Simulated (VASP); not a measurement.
# MnZn (Pm-3m) in VASP: notebook

Runs on MnZn. Level: LDA. Tasks: single point.

Everything below comes from runs of VASP 6.6.1. Logs are shortened: lines on timing, memory, paths and dates and some standing lists are left out, and cuts for length are marked.

## 1. The cell of the first run

Symmetry: Pm-3m, No. 221, cubic system. The conventional cell has a = 2.986 Å, b = 2.986 Å, c = 2.986 Å, α = 90.00°, β = 90.00°, γ = 90.00°. Within 3.4 Å of Mn (site symmetry m-3m) lie 8 Zn at 2.59 Å and 6 Mn at 2.99 Å. Zn (site symmetry m-3m) has 8 Mn at 2.59 Å and 6 Zn at 2.99 Å within 3.4 Å.

## 2. Single point, LDA, collinear spin, ferromagnetic start

INCAR

```
SYSTEM = MnZn
  PREC = Accurate
  ENCUT = 520
  EDIFF = 1E-6
  ISMEAR = -1
  SIGMA = 0.15
  LREAL = .FALSE.
  LASPH = .TRUE.
  NELM = 150
  ALGO = Normal
  ISIF = 2
  LWAVE = .FALSE.
  LCHARG = .FALSE.
  ISPIN = 2
  MAGMOM = 2.8 0
  LORBIT = 11
  LMAXMIX = 4
  GGA = CA
  NBANDS = 24
```

KPOINTS

```
regular mesh
0
G
  9 9 9
  0 0 0
```

POSCAR

```
MnZn
1.0
    2.9858476965      0.0000000000      0.0000000000
    0.0000000000      2.9858476965      0.0000000000
    0.0000000000      0.0000000000      2.9858476965
Mn Zn
1 1
Direct
    0.0000000000      0.0000000000      0.0000000000
    0.5000000000      0.5000000000      0.5000000000
```

Potentials or basis: VASP PAW LDA potentials, release 64 (Mn_pv, Zn).

Run with:

```bash
$ cat potpaw_LDA.64/Mn_pv/POTCAR potpaw_LDA.64/Zn/POTCAR > POTCAR
$ mpirun -np 1 vasp_std > vasp.out
```

OUTCAR:

```text
SYSTEM = MnZn
   PREC = Accurate
   ENCUT = 520
   EDIFF = 1E-6
   ISMEAR = -1
   LREAL = .FALSE.
   LASPH = .TRUE.
   NELM = 150
   ISIF = 2
   ISPIN = 2
   LORBIT = 11
   GGA = CA

 ion  position               nearest neighbor table
   1  0.000  0.000  0.000-   2 2.59   2 2.59   2 2.59   2 2.59   2 2.59   2 2.59   2 2.59   2 2.59

   2  0.500  0.500  0.500-   1 2.59   1 2.59   1 2.59   1 2.59   1 2.59   1 2.59   1 2.59   1 2.59

  LATTYP: Found a simple cubic cell.
 ALAT       =     2.9858476965

  Lattice vectors:

 A1 = (   2.9858476965,   0.0000000000,   0.0000000000)
 A2 = (   0.0000000000,   2.9858476965,   0.0000000000)
 A3 = (   0.0000000000,   0.0000000000,   2.9858476965)

Analysis of symmetry for initial positions (statically):
=====================================================================
 Subroutine PRICEL returns:
 Original cell was already a primitive cell.

 Routine SETGRP: Setting up the symmetry group for a
 simple cubic supercell.

 Subroutine GETGRP returns: Found 48 space group operations
 (whereof 48 operations were pure point group operations)
 out of a pool of 48 trial point group operations.

The static configuration has the point symmetry O_h .

Analysis of symmetry for dynamics (positions and initial velocities):
=====================================================================
 Subroutine PRICEL returns:
 Original cell was already a primitive cell.

 Routine SETGRP: Setting up the symmetry group for a
 simple cubic supercell.

 Subroutine GETGRP returns: Found 48 space group operations
 (whereof 48 operations were pure point group operations)
 out of a pool of 48 trial point group operations.

The dynamic configuration has the point symmetry O_h .

Analysis of structural, dynamic, and magnetic symmetry:
=====================================================================
 Subroutine PRICEL returns:
 Original cell was already a primitive cell.

 Routine SETGRP: Setting up the symmetry group for a
 simple cubic supercell.

 Subroutine GETGRP returns: Found 48 space group operations
 (whereof 48 operations were pure point group operations)
 out of a pool of 48 trial point group operations.

The overall configuration has the point symmetry O_h .

 Subroutine INISYM returns: Found 48 space group operations
 (whereof 48 operations are pure point group operations),
 and found     1 'primitive' translations

----------------------------------------------------------------------------------------

                                     Primitive cell

  volume of cell :      26.6197

  direct lattice vectors                    reciprocal lattice vectors
     2.985847697  0.000000000  0.000000000     0.334913265  0.000000000  0.000000000
     0.000000000  2.985847697  0.000000000     0.000000000  0.334913265  0.000000000
     0.000000000  0.000000000  2.985847697     0.000000000  0.000000000  0.334913265

  length of vectors
     2.985847697  2.985847697  2.985847697     0.334913265  0.334913265  0.334913265

  position of ions in fractional coordinates (direct lattice)
     0.000000000  0.000000000  0.000000000
     0.500000000  0.500000000  0.500000000

  ion indices of the primitive-cell ions
   primitive index   ion index
                 1           1
                 2           2

----------------------------------------------------------------------------------------

 KPOINTS: regular mesh

Automatic generation of k-mesh.
 Grid dimensions read from file:
 generate k-points for:    9    9    9

 Generating k-lattice:

  Cartesian coordinates                     Fractional coordinates (reciprocal lattice)
     0.037212585  0.000000000  0.000000000     0.111111111  0.000000000  0.000000000
     0.000000000  0.037212585  0.000000000     0.000000000  0.111111111  0.000000000
     0.000000000  0.000000000  0.037212585     0.000000000  0.000000000  0.111111111

  Length of vectors
     0.037212585  0.037212585  0.037212585

  Shift w.r.t. Gamma in fractional coordinates (k-lattice)
     0.000000000  0.000000000  0.000000000

 Subroutine IBZKPT returns following result:
 ===========================================

 Found     35 irreducible k-points:

 Following reciprocal coordinates:
            Coordinates               Weight
  0.000000  0.000000  0.000000      1.000000
  0.111111  0.000000  0.000000      6.000000
  0.222222  0.000000  0.000000      6.000000
  0.333333  0.000000  0.000000      6.000000
  0.444444  0.000000  0.000000      6.000000
  0.111111  0.111111  0.000000     12.000000
[... 16 lines left out ...]
  0.333333  0.333333  0.111111     24.000000
  0.444444  0.333333  0.111111     48.000000
 [... further k-points ...]
   k-points           NKPTS =     35   k-points in BZ     NKDIM =     35   number of bands    NBANDS=     24
   number of dos      NEDOS =    301   number of ions     NIONS =      2
   total plane-waves  NPLWV =  13824
   dimension x,y,z NGX =    24 NGY =   24 NGZ =   24
   dimension x,y,z NGXF=    48 NGYF=   48 NGZF=   48
   ions per type =               1   1
   NGX,Y,Z   is equivalent  to a cutoff of  13.36, 13.36, 13.36 a.u.
   NGXF,Y,Z  is equivalent  to a cutoff of  26.73, 26.73, 26.73 a.u.
 SYSTEM =  MnZn
   PREC   = accura    normal or accurate (medium, high low for compatibility)
   ISTART =      0    job   : 0-new  1-cont  2-samecut
   ICHARG =      2    charge: 1-file 2-atom 10-const
   ISPIN  =      2    spin polarized calculation?
   LNONCOLLINEAR =      F non collinear calculations
   LSORBIT =      F    spin-orbit coupling
   LASPH  =      T    aspherical Exc in radial PAW
   ENCUT  =  520.0 eV  38.22 Ry    6.18 a.u.   5.55  5.55  5.55*2*pi/ulx,y,z
   NELM   =    150;   NELMIN=  2; NELMDL= -5     # of ELM steps
   EDIFF  = 0.1E-05   stopping-criterion for ELM
   LREAL  =      F    real-space projection
   EDIFFG = 0.1E-04   stopping-criterion for IOM
   NSW    =      0    number of steps for IOM
   IBRION =     -1    ionic relax: 0-MD 1-quasi-New 2-CG
   NFREE  =      0    steps in history (QN), initial steepest desc. (CG)
   ISIF   =      2    stress and relaxation
   ISYM   =      2    0-nonsym 1-usesym 2-fastsym
   POTIM  = 0.5000    time-step for ionic-motion
   TEBEG  =    0.0;   TEEND  =   0.0 temperature during run
   PSTRESS=    0.0 pullay stress
   NELECT =      25.0000    total number of electrons
   NUPDOWN=      -1.0000    fix difference up-down
   EMIN   =  10.00;   EMAX   =-10.00  energy-range for DOS
   EFERMI =   0.00;   METHOD = LEGACY
   ISMEAR =    -1;   SIGMA  =   0.15  broadening in eV -4-tet -1-fermi 0-gaus
   EFERMI_NEDOS =   21; number of points for ismear=-14 and -15
   IALGO  =     38    algorithm
   IMIX   =      4    mixing-type and parameters
     AMIX     =   0.40;   BMIX     =  1.00
     AMIX_MAG =   1.60;   BMIX_MAG =  1.00
  volume/ion in A,a.u.               =      13.31        89.82
  Fermi-wavevector in a.u.,A,eV,Ry     =   1.603198  3.029605 34.970294  2.570244
  Thomas-Fermi vector in A             =   2.699899
   LORBIT       =     11    0 simple, 1 ext, 2 COOP (PROOUT), +10 PAW based schemes
   GGA     = CA    functional components
   LHFCALC =     F    Hartree Fock is set to
   AEXX    =    0.0000 exact exchange contribution
   IVDW    =     0    specifies the selected vdW correction
   LEPSILON=     F    determine dielectric tensor
   LRPA    =     F    only Hartree local field effects (RPA)
 spin polarized calculation
  energy-cutoff  :      520.00
  volume of cell :       26.62
 maximum number of plane-waves:       739
 NGX is ok and might be reduce to    24
   NGX = 11   NGY = 11   NGZ = 11

 number of electron      25.0000021 magnetization       2.7474030

 Free energy of the ion-electron system (eV)
  ---------------------------------------------------
  ext. energy  EPLUGINS =         0.00000000
  ---------------------------------------------------
  free energy    TOTEN  =       -11.51619528 eV

  energy without entropy =      -11.41340778  energy(sigma->0) =      -11.46480153

 E-fermi :   5.5977     XC(G=0): -12.8284

 val. band max:        5.5926341194   @ k =   0.4444   0.4444   0.1111
 cond. band min:       5.6093049424   @ k =   0.4444   0.2222   0.1111
 fundamental gap:      0.0166708230
 Fermi energy:         5.5976861559

 spin component 1

 k-point     1 :       0.0000    0.0000    0.0000
  band No.  band energies     occupation
      1     -42.9420      1.00000
      2     -42.9420      1.00000
      3     -42.9420      1.00000
      4      -3.9509      1.00000
      5      -1.9982      1.00000
      6      -1.9982      1.00000
[... 16 lines left out ...]
     23      27.8464      0.00000
     24      31.3758      0.00000

 k-point     2 :       0.1111    0.0000    0.0000
  band No.  band energies     occupation
      1     -42.9492      1.00000
      2     -42.9414      1.00000
      3     -42.9414      1.00000
      4      -3.7295      1.00000
      5      -1.9718      1.00000
      6      -1.9478      1.00000
[... 16 lines left out ...]
     23      27.1087      0.00000
     24      28.9096      0.00000

 k-point     3 :       0.2222    0.0000    0.0000
  band No.  band energies     occupation
      1     -42.9675      1.00000
      2     -42.9399      1.00000
      3     -42.9399      1.00000
      4      -3.0958      1.00000
      5      -1.9037      1.00000
      6      -1.7960      1.00000
[... 16 lines left out ...]
     23      24.7137      0.00000
     24      26.2539      0.00000
[... 514 lines left out ...]
 k-point    23 :       0.3333    0.3333    0.1111
  band No.  band energies     occupation
      1     -42.9831      1.00000
      2     -42.9823      1.00000
      3     -42.9415      1.00000
      4      -1.9455      1.00000
      5      -1.7787      1.00000
      6      -1.5936      1.00000
[... 16 lines left out ...]
     23      27.3983      0.00000
     24      28.6183      0.00000

 k-point    24 :       0.4444    0.3333    0.1111
  band No.  band energies     occupation
      1     -42.9958      1.00000
      2     -42.9813      1.00000
      3     -42.9403      1.00000
      4      -1.9952      1.00000
      5      -1.7816      1.00000
      6      -1.6299      1.00000
[... 16 lines left out ...]
     23      27.0515      0.00000
     24      29.3645      0.00000

 [... further k-points ...]

 spin component 2

 k-point     1 :       0.0000    0.0000    0.0000
  band No.  band energies     occupation
      1     -40.2834      1.00000
      2     -40.2834      1.00000
      3     -40.2834      1.00000
      4      -3.7007      1.00000
      5      -1.9585      1.00000
      6      -1.9585      1.00000
[... 16 lines left out ...]
     23      28.0732      0.00000
     24      31.9210      0.00000

 k-point     2 :       0.1111    0.0000    0.0000
  band No.  band energies     occupation
      1     -40.2917      1.00000
      2     -40.2827      1.00000
      3     -40.2827      1.00000
      4      -3.4796      1.00000
      5      -1.9370      1.00000
      6      -1.9094      1.00000
[... 16 lines left out ...]
     23      27.4482      0.00000
     24      29.3633      0.00000

 k-point     3 :       0.2222    0.0000    0.0000
  band No.  band energies     occupation
      1     -40.3128      1.00000
      2     -40.2810      1.00000
      3     -40.2810      1.00000
      4      -2.8543      1.00000
      5      -1.8821      1.00000
      6      -1.7511      1.00000
[... 16 lines left out ...]
     23      25.1968      0.00000
     24      26.6777      0.00000
[... 514 lines left out ...]
 k-point    23 :       0.3333    0.3333    0.1111
  band No.  band energies     occupation
      1     -40.3307      1.00000
      2     -40.3296      1.00000
      3     -40.2827      1.00000
      4      -1.8551      1.00000
      5      -1.7410      1.00000
      6      -1.5260      1.00000
[... 16 lines left out ...]
     23      27.8306      0.00000
     24      28.8625      0.00000

 k-point    24 :       0.4444    0.3333    0.1111
  band No.  band energies     occupation
      1     -40.3452      1.00000
      2     -40.3285      1.00000
      3     -40.2813      1.00000
      4      -1.9095      1.00000
      5      -1.7359      1.00000
      6      -1.5645      1.00000
[... 16 lines left out ...]
     23      27.6763      0.00000
     24      29.6358      0.00000

 [... further k-points ...]

------------------------ aborting loop because EDIFF is reached ----------------------------------------

  FORCE on cell =-STRESS in cart. coord.  units (eV):
  Direction    XX          YY          ZZ          XY          YZ          ZX
  --------------------------------------------------------------------------------------
  -------------------------------------------------------------------------------------
  Total       -1.9687315     -1.9687315     -1.9687315     -0.0000000     -0.0000000      0.0000000
  in kB     -118.4933910   -118.4933910   -118.4933910     -0.0000000     -0.0000000      0.0000000
  external PRESSURE =    -118.4933910 kB  Pullay stress =       0.0000000 kB

 VOLUME and BASIS-vectors are now :
 -----------------------------------------------------------------------------
  energy-cutoff  :      520.00
  volume of cell :       26.62
      direct lattice vectors                 reciprocal lattice vectors
     2.985847697  0.000000000  0.000000000     0.334913265  0.000000000  0.000000000
     0.000000000  2.985847697  0.000000000     0.000000000  0.334913265  0.000000000
     0.000000000  0.000000000  2.985847697     0.000000000  0.000000000  0.334913265

 POSITION                                       TOTAL-FORCE (eV/Angst)
 -----------------------------------------------------------------------------------
      0.00000      0.00000      0.00000         0.000000      0.000000      0.000000
      1.49292      1.49292      1.49292         0.000000      0.000000      0.000000
 -----------------------------------------------------------------------------------
    total drift:                                0.000000      0.000000     -0.000000

  FREE ENERGIE OF THE ION-ELECTRON SYSTEM (eV)
  ---------------------------------------------------
  free  energy   TOTEN  =       -11.5161952797 eV

  energy  without entropy=      -11.4134077837  energy(sigma->0) =      -11.46480153

 total charge

# of ion       s       p       d       tot
------------------------------------------
    1        0.290   6.242   5.103  11.635
    2        0.642   0.574   9.725  10.941
--------------------------------------------------
tot          0.931   6.816  14.829  22.576

 magnetization (x)

# of ion       s       p       d       tot
------------------------------------------
    1        0.007   0.004   2.711   2.722
    2       -0.035  -0.042   0.035  -0.042
--------------------------------------------------
tot         -0.028  -0.038   2.746   2.679
```

Run time: 18 s. Hardware: 1 thread of Intel Xeon Platinum 8375C at 2.90GHz (Ice Lake), shared host; peak memory 0.15 GiB.

What came out:

```
Free energy                                           : -11.5162 eV
Pressure                                              : -11.8 GPa
Net moment                                            : 2.75 μB per cell
Site moments                                          : Mn +2.72; Zn -0.04 μB
Valence electrons inside the program's atomic spheres : Mn 11.63; Zn 10.94
```

Caveat: the cell stands under tension.

(Continued in part 2 of 2.)
